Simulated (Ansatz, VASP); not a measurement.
One calculation of Ru, two programs

```
Ru
1.0
     0.00000    1.88454   -1.88454
     3.76643    0.00000    0.00000
    -1.88321   -3.76919   -1.88465
Ru
3
Direct
  0.33333 0.33333 0.66667
  0.66667 0.66667 0.33333
  0.00000 0.00000 0.00000
```

Alike in both runs: functional PBEsol; k mesh 16 × 16 × 16; occupations gaussian, width 0.1 eV; no spin polarisation.

Ansatz relaxed the structure, and its values are those at the end. VASP's run is a single point on that final structure, the one shown.

|  | VASP | Ansatz |
| --- | --- | --- |
| version | VASP 6.6.1 | Ansatz 0.2.0 |
| potentials or method | VASP PAW PBE potentials, release 64 (Ru_pv), cutoff 520 eV | scalar-relativistic, plane waves, PAW |
| valence electrons in the cell | 42 | 48 |

|  | VASP | Ansatz | Ansatz less VASP |
| --- | --- | --- | --- |
| gap on the k mesh at the Fermi level (eV) | none | none | - |
| pressure (GPa) | 0.0 | 0.1 | +0.07 |

VASP's potentials were made for PBE, not for PBEsol. A gap of «none» marks a metal or a gap that the smearing closes. VASP's potentials hold 42 valence electrons a cell and Ansatz's 48, so a difference there can come from the potentials and not from the codes.
